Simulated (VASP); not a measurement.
# ZnO (P6_3mc) in VASP: notebook

The runs below take ZnO through single point, with r2SCAN.

Program: VASP 6.6.1. These are calculated values, not measurements. Logs are shortened: lines on timing, memory, paths and dates and some standing lists are left out, and cuts for length are marked.

## Step 1: The cell of the first run

It takes space group P6_3mc (No. 186, hexagonal). Conventional cell: a = 3.257 Å, b = 3.257 Å, c = 5.108 Å, α = 90.00°, β = 90.00°, γ = 120.00°. Within 2.6 Å of Zn (site symmetry 3m) lie 4 O at 1.97 to 1.98 Å. O (site symmetry 3m) has 4 Zn at 1.97 to 1.98 Å within 2.6 Å.

## Step 2: Single point, r2SCAN (uniaxial strain along c: -2.0 %, then relaxed in part)

File POSCAR:

```
ZnO
1.0
    3.2569116176      0.0000000000      0.0000000000
   -1.6284558088      2.8205681987      0.0000000000
    0.0000000000      0.0000000000      5.1080653075
Zn O
2 2
Direct
    0.6666666677      0.3333333323      0.4967040727
    0.3333333323      0.6666666677     -0.0032959273
    0.6666666663      0.3333333337      0.8836059273
    0.3333333337      0.6666666663      0.3836059273
```

File INCAR.step1:

```
ALGO = Normal
EDIFF = 1E-4
ENCUT = 520
GGA = PE
ISMEAR = 0
LASPH = True
LCHARG = False
LREAL = False
LWAVE = True
NBANDS = 26
NELM = 60
PREC = Accurate
SIGMA = 0.02
```

File INCAR.step2:

```
ALGO = Normal
EDIFF = 1E-7
ENCUT = 520
ISIF = 2
ISMEAR = 0
ISTART = 1
LASPH = True
LCHARG = False
LMIXTAU = True
LREAL = False
LWAVE = False
METAGGA = R2SCAN
NBANDS = 26
NELM = 60
PREC = Accurate
SIGMA = 0.02
```

File KPOINTS:

```
k-points
0
Gamma
  12 12 6
```

Potentials or basis: VASP PAW PBE potentials, release 64 (Zn, O).

Launch:

```console
cat potpaw_PBE.64/Zn/POTCAR potpaw_PBE.64/O/POTCAR > POTCAR
cp INCAR.step1 INCAR
mpirun -np 1 vasp_std > vasp.out
cp INCAR.step2 INCAR
mpirun -np 1 vasp_std > vasp.out
```

OUTCAR:

```text
EDIFF = 1E-7
   ENCUT = 520
   ISIF = 2
   ISMEAR = 0
   ISTART = 1
   LASPH = True
   LREAL = False
   METAGGA = R2SCAN
   NELM = 60
   PREC = Accurate

 ion  position               nearest neighbor table
   1  0.667  0.333  0.497-   4 1.97   4 1.97   4 1.97   3 1.98
   2  0.333  0.667  0.997-   3 1.97   3 1.97   3 1.97   4 1.98
   3  0.667  0.333  0.884-   2 1.97   2 1.97   2 1.97   1 1.98
   4  0.333  0.667  0.384-   1 1.97   1 1.97   1 1.97   2 1.98

  LATTYP: Found a hexagonal cell.
 ALAT       =     3.2569116176
 C/A-ratio  =     1.5683770109

  Lattice vectors:

 A1 = (   3.2569116176,   0.0000000000,   0.0000000000)
 A2 = (  -1.6284558088,   2.8205681987,   0.0000000000)
 A3 = (   0.0000000000,   0.0000000000,   5.1080653075)

Analysis of symmetry for initial positions (statically):
=====================================================================
 Subroutine PRICEL returns:
 Original cell was already a primitive cell.

 Routine SETGRP: Setting up the symmetry group for a
 hexagonal supercell.

 Subroutine GETGRP returns: Found 12 space group operations
 (whereof  6 operations were pure point group operations)
 out of a pool of 24 trial point group operations.

The static configuration has the point symmetry C_3v.
 The point group associated with its full space group is C_6v.

Analysis of symmetry for dynamics (positions and initial velocities):
=====================================================================
 Subroutine PRICEL returns:
 Original cell was already a primitive cell.

 Routine SETGRP: Setting up the symmetry group for a
 hexagonal supercell.

 Subroutine GETGRP returns: Found 12 space group operations
 (whereof  6 operations were pure point group operations)
 out of a pool of 24 trial point group operations.

The dynamic configuration has the point symmetry C_3v.
 The point group associated with its full space group is C_6v.

 Subroutine INISYM returns: Found 12 space group operations
 (whereof  6 operations are pure point group operations),
 and found     1 'primitive' translations

----------------------------------------------------------------------------------------

                                     Primitive cell

  volume of cell :      46.9244

  direct lattice vectors                    reciprocal lattice vectors
     3.256911618  0.000000000  0.000000000     0.307039342  0.177269247  0.000000000
    -1.628455809  2.820568199  0.000000000     0.000000000  0.354538494  0.000000000
     0.000000000  0.000000000  5.108065308     0.000000000  0.000000000  0.195768836

  length of vectors
     3.256911618  3.256911618  5.108065308     0.354538494  0.354538494  0.195768836

  position of ions in fractional coordinates (direct lattice)
     0.666666668  0.333333332  0.496704073
     0.333333332  0.666666668  0.996704073
     0.666666666  0.333333334  0.883605927
     0.333333334  0.666666666  0.383605927

  ion indices of the primitive-cell ions
   primitive index   ion index
                 1           1
                 2           2
                 3           3
                 4           4

----------------------------------------------------------------------------------------

 KPOINTS: k-points

Automatic generation of k-mesh.
 Grid dimensions read from file:
 generate k-points for:   12   12    6

 Generating k-lattice:

  Cartesian coordinates                     Fractional coordinates (reciprocal lattice)
     0.025586612  0.014772437  0.000000000     0.083333333 -0.000000000  0.000000000
     0.000000000  0.029544874  0.000000000     0.000000000  0.083333333  0.000000000
     0.000000000  0.000000000  0.032628139     0.000000000  0.000000000  0.166666667

  Length of vectors
     0.029544874  0.029544874  0.032628139

  Shift w.r.t. Gamma in fractional coordinates (k-lattice)
     0.000000000  0.000000000  0.000000000

 Subroutine IBZKPT returns following result:
 ===========================================

 Found     76 irreducible k-points:

 Following reciprocal coordinates:
            Coordinates               Weight
  0.000000  0.000000  0.000000      1.000000
  0.083333  0.000000  0.000000      6.000000
  0.166667  0.000000  0.000000      6.000000
  0.250000 -0.000000  0.000000      6.000000
  0.333333  0.000000  0.000000      6.000000
  0.416667 -0.000000  0.000000      6.000000
[... 16 lines left out ...]
  0.250000 -0.000000  0.166667     12.000000
  0.333333  0.000000  0.166667     12.000000
 [... further k-points ...]
   k-points           NKPTS =     76   k-points in BZ     NKDIM =     76   number of bands    NBANDS=     26
   number of dos      NEDOS =    301   number of ions     NIONS =      4
   total plane-waves  NPLWV =  23040
   dimension x,y,z NGX =    24 NGY =   24 NGZ =   40
   dimension x,y,z NGXF=    48 NGYF=   48 NGZF=   80
   ions per type =               2   2
   NGX,Y,Z   is equivalent  to a cutoff of  12.25, 12.25, 13.02 a.u.
   NGXF,Y,Z  is equivalent  to a cutoff of  24.50, 24.50, 26.04 a.u.
 SYSTEM =  unknown system
   PREC   = accura    normal or accurate (medium, high low for compatibility)
   ISTART =      1    job   : 0-new  1-cont  2-samecut
   ICHARG =      0    charge: 1-file 2-atom 10-const
   ISPIN  =      1    spin polarized calculation?
   LNONCOLLINEAR =      F non collinear calculations
   LSORBIT =      F    spin-orbit coupling
   LASPH  =      T    aspherical Exc in radial PAW
   ENCUT  =  520.0 eV  38.22 Ry    6.18 a.u.   6.06  6.06  9.50*2*pi/ulx,y,z
   NELM   =     60;   NELMIN=  2; NELMDL=  0     # of ELM steps
   EDIFF  = 0.1E-06   stopping-criterion for ELM
   LREAL  =      F    real-space projection
   EDIFFG = 0.1E-05   stopping-criterion for IOM
   NSW    =      0    number of steps for IOM
   IBRION =     -1    ionic relax: 0-MD 1-quasi-New 2-CG
   NFREE  =      0    steps in history (QN), initial steepest desc. (CG)
   ISIF   =      2    stress and relaxation
   ISYM   =      2    0-nonsym 1-usesym 2-fastsym
   POTIM  = 0.5000    time-step for ionic-motion
   TEBEG  =    0.0;   TEEND  =   0.0 temperature during run
   PSTRESS=    0.0 pullay stress
   NELECT =      36.0000    total number of electrons
   NUPDOWN=      -1.0000    fix difference up-down
   EMIN   =  10.00;   EMAX   =-10.00  energy-range for DOS
   EFERMI =   0.00;   METHOD = LEGACY
   ISMEAR =     0;   SIGMA  =   0.02  broadening in eV -4-tet -1-fermi 0-gaus
   EFERMI_NEDOS =   21; number of points for ismear=-14 and -15
   IALGO  =     38    algorithm
   IMIX   =      4    mixing-type and parameters
     AMIX     =   0.40;   BMIX     =  1.00
     AMIX_MAG =   1.60;   BMIX_MAG =  1.00
  volume/ion in A,a.u.               =      11.73        79.17
  Fermi-wavevector in a.u.,A,eV,Ry     =   1.498681  2.832097 30.559311  2.246046
  Thomas-Fermi vector in A             =   2.610409
   LORBIT       =      0    0 simple, 1 ext, 2 COOP (PROOUT), +10 PAW based schemes
   METAGGA = R2SCAN    functional components
   LHFCALC =     F    Hartree Fock is set to
   AEXX    =    0.0000 exact exchange contribution
   IVDW    =     0    specifies the selected vdW correction
   LEPSILON=     F    determine dielectric tensor
   LRPA    =     F    only Hartree local field effects (RPA)
 non-spin polarized calculation
 Gauss-broadening in eV      SIGMA  =   0.02
  energy-cutoff  :      520.00
  volume of cell :       46.92
 maximum number of plane-waves:      1290
   NGX = 13   NGY = 13   NGZ = 19

 number of electron      36.0000048 magnetization

 Free energy of the ion-electron system (eV)
  ---------------------------------------------------
  ext. energy  EPLUGINS =         0.00000000
  ---------------------------------------------------
  free energy    TOTEN  =       -36.30646256 eV

  energy without entropy =      -36.30646256  energy(sigma->0) =      -36.30646256

 E-fermi :   1.1443     XC(G=0): -11.7447

 val. band max:        0.9644367452   @ k =   0.0000   0.0000   0.0000
 cond. band min:       2.2379098981   @ k =   0.0000   0.0000   0.0000
 fundamental gap:      1.2734731529
 Fermi energy:         1.1443350917

 k-point     1 :       0.0000    0.0000    0.0000
  band No.  band energies     occupation
      1     -18.2164      2.00000
      2     -17.4731      2.00000
      3      -4.9263      2.00000
      4      -4.9262      2.00000
      5      -4.7657      2.00000
      6      -4.7352      2.00000
[... 18 lines left out ...]
     25      15.9320      0.00000
     26      16.4664      0.00000

 k-point     2 :       0.0833    0.0000    0.0000
  band No.  band energies     occupation
      1     -18.1797      2.00000
      2     -17.4580      2.00000
      3      -4.9681      2.00000
      4      -4.9005      2.00000
      5      -4.7537      2.00000
      6      -4.7340      2.00000
[... 18 lines left out ...]
     25      16.0528      0.00000
     26      16.5512      0.00000

 k-point     3 :       0.1667    0.0000    0.0000
  band No.  band energies     occupation
      1     -18.0757      2.00000
      2     -17.4181      2.00000
      3      -5.0657      2.00000
      4      -4.8314      2.00000
      5      -4.7775      2.00000
      6      -4.6671      2.00000
[... 18 lines left out ...]
     25      16.0088      0.00000
     26      16.2225      0.00000

 k-point     4 :       0.2500   -0.0000    0.0000
  band No.  band energies     occupation
      1     -17.9248      2.00000
      2     -17.3689      2.00000
      3      -5.1613      2.00000
      4      -4.8097      2.00000
      5      -4.7426      2.00000
      6      -4.5663      2.00000
[... 18 lines left out ...]
     25      15.1533      0.00000
     26      16.1006      0.00000
[... 496 lines left out ...]
      1     -18.0327      2.00000
      2     -17.4630      2.00000
      3      -5.0895      2.00000
      4      -4.8834      2.00000
      5      -4.8231      2.00000
      6      -4.7014      2.00000
[... 18 lines left out ...]
     25      15.2315      0.00000
     26      15.9432      0.00000

 k-point    23 :       0.2500   -0.0000    0.1667
  band No.  band energies     occupation
      1     -17.8875      2.00000
      2     -17.4059      2.00000
      3      -5.1895      2.00000
      4      -4.9131      2.00000
      5      -4.7302      2.00000
      6      -4.6007      2.00000
[... 18 lines left out ...]
     25      15.1403      0.00000
     26      15.9255      0.00000

 k-point    24 :       0.3333    0.0000    0.1667
  band No.  band energies     occupation
      1     -17.7284      2.00000
      2     -17.3582      2.00000
      3      -5.2338      2.00000
      4      -4.9468      2.00000
      5      -4.6465      2.00000
      6      -4.4832      2.00000
[... 18 lines left out ...]
     25      15.3067      0.00000
     26      15.8783      0.00000

 [... further k-points ...]

------------------------ aborting loop because EDIFF is reached ----------------------------------------

  FORCE on cell =-STRESS in cart. coord.  units (eV):
  Direction    XX          YY          ZZ          XY          YZ          ZX
  --------------------------------------------------------------------------------------
  -------------------------------------------------------------------------------------
  Total        0.3063677      0.3063677      1.1516141      0.0000000      0.0000000      0.0000000
  in kB       10.4605509     10.4605509     39.3204541      0.0000000      0.0000000      0.0000000
  external PRESSURE =      20.0805186 kB  Pullay stress =       0.0000000 kB

 VOLUME and BASIS-vectors are now :
 -----------------------------------------------------------------------------
  energy-cutoff  :      520.00
  volume of cell :       46.92
      direct lattice vectors                 reciprocal lattice vectors
     3.256911618  0.000000000  0.000000000     0.307039342  0.177269247  0.000000000
    -1.628455809  2.820568199  0.000000000     0.000000000  0.354538494  0.000000000
     0.000000000  0.000000000  5.108065308     0.000000000  0.000000000  0.195768836

 POSITION                                       TOTAL-FORCE (eV/Angst)
 -----------------------------------------------------------------------------------
      1.62846      0.94019      2.53720         0.000000     -0.000000     -0.014460
     -0.00000      1.88038      5.09123         0.000000     -0.000000     -0.014460
      1.62846      0.94019      4.51352         0.000000     -0.000000      0.014460
      0.00000      1.88038      1.95948        -0.000000      0.000000      0.014460
 -----------------------------------------------------------------------------------
    total drift:                               -0.000004      0.000004     -0.078663

  FREE ENERGIE OF THE ION-ELECTRON SYSTEM (eV)
  ---------------------------------------------------
  free  energy   TOTEN  =       -36.3064625617 eV

  energy  without entropy=      -36.3064625617  energy(sigma->0) =      -36.30646256
```

Run time: 6.4 min. Hardware: 1 thread of Intel Xeon 8259CL, shared host; peak memory 0.22 GiB.

What came out:

| Quantity | Value |
| --- | --- |
| Free energy | -36.3065 eV |
| Pressure | 2.0 GPa |
| Largest force | 0.014 eV/Å |
| Band gap on the k mesh | 1.27 eV |

Forces in eV/Å, atoms in the order of the input:
```
Zn   0.000  0.000 -0.014
Zn   0.000  0.000 -0.014
O    0.000  0.000  0.014
O    0.000  0.000  0.014
```

Caveat: the cell differs from its parent crystal (uniaxial strain along c: -2.0 %, then relaxed in part); the PAW data sets were made with another functional, which shifts forces and pressure a little.

## Step 3: Single point, r2SCAN

This run uses another cell than the first one, of 11.81 Å³/atom.

File POSCAR:

```
ZnO
1.0
    3.2348692153      0.0000000000      0.0000000000
   -1.6174346076      2.8014789184      0.0000000000
    0.0000000000      0.0000000000      5.2123115382
Zn O
2 2
Direct
    0.6666666667      0.3333333333      0.5004294475
    0.3333333333      0.6666666667      0.0004294475
    0.6666666667      0.3333333333      0.8798805525
    0.3333333333      0.6666666667      0.3798805525
```

File INCAR.step1:

```
SYSTEM = ZnO
PREC = Accurate
ENCUT = 520
ISMEAR = 0
SIGMA = 0.02
LREAL = .False.
LASPH = .True.
NELM = 60
NBANDS = 26
GGA = PE
ALGO = Normal
EDIFF = 1E-4
LWAVE = .True.
LCHARG = .False.
```

File INCAR.step2:

```
SYSTEM = ZnO
PREC = Accurate
ENCUT = 520
EDIFF = 1E-6
ISMEAR = 0
SIGMA = 0.02
LREAL = .False.
LASPH = .True.
NELM = 60
ALGO = Normal
ISIF = 2
LWAVE = .False.
LCHARG = .True.
METAGGA = R2SCAN
LMIXTAU = .True.
LELF = .True.
LVHAR = .True.
NBANDS = 26
ISTART = 1
```

File KPOINTS:

```
Automatic mesh
0
Gamma
  12 12 6
  0 0 0
```

Potentials or basis: VASP PAW PBE potentials, release 64 (Zn, O).

Launch:

```console
cat potpaw_PBE.64/Zn/POTCAR potpaw_PBE.64/O/POTCAR > POTCAR
cp INCAR.step1 INCAR
mpirun -np 1 vasp_std > vasp.out
cp INCAR.step2 INCAR
mpirun -np 1 vasp_std > vasp.out
```

It took 6.1 min on 1 thread of Intel Xeon 8259CL, shared host; peak memory 0.22 GiB.

The run converged. Its results:

| Property | Result |
| --- | --- |
| Free energy | -36.3171 eV |
| Pressure | 1.0 GPa |
| Largest force | 0.015 eV/Å |
| Band gap on the k mesh | 1.23 eV |

Forces on the atoms (eV/Å):
```
Zn   0.000  0.000 -0.015
Zn   0.000  0.000 -0.015
O    0.000  0.000  0.015
O    0.000  0.000  0.015
```

Stress tensor (GPa, compression positive):
```
0.97 0.00 0.00
0.00 0.97 0.00
0.00 0.00 1.09
```

Levels at points of the mesh, in eV from the valence-band top:
| k point | band 15 | band 16 | band 17 | band 18 | band 19 | band 20 | band 21 | band 22 |
| --- | --- | --- | --- | --- | --- | --- | --- | --- |
| (0.00, 0.00, 0.00) | -0.82 | -0.09 | 0.00 | 0.00 | 1.23 | 5.88 | 8.83 | 13.73 |
| (0.50, 0.00, 0.00) | -2.87 | -2.34 | -1.31 | -0.87 | 6.43 | 7.36 | 8.08 | 9.32 |
| (0.00, 0.00, 0.50) | -0.40 | -0.40 | -0.40 | -0.40 | 3.94 | 3.94 | 10.83 | 10.83 |
| (0.50, 0.00, 0.50) | -1.55 | -1.55 | -1.41 | -1.41 | 6.25 | 6.25 | 9.18 | 9.18 |

Caveat: the PAW data sets were made with another functional, which shifts forces and pressure a little.
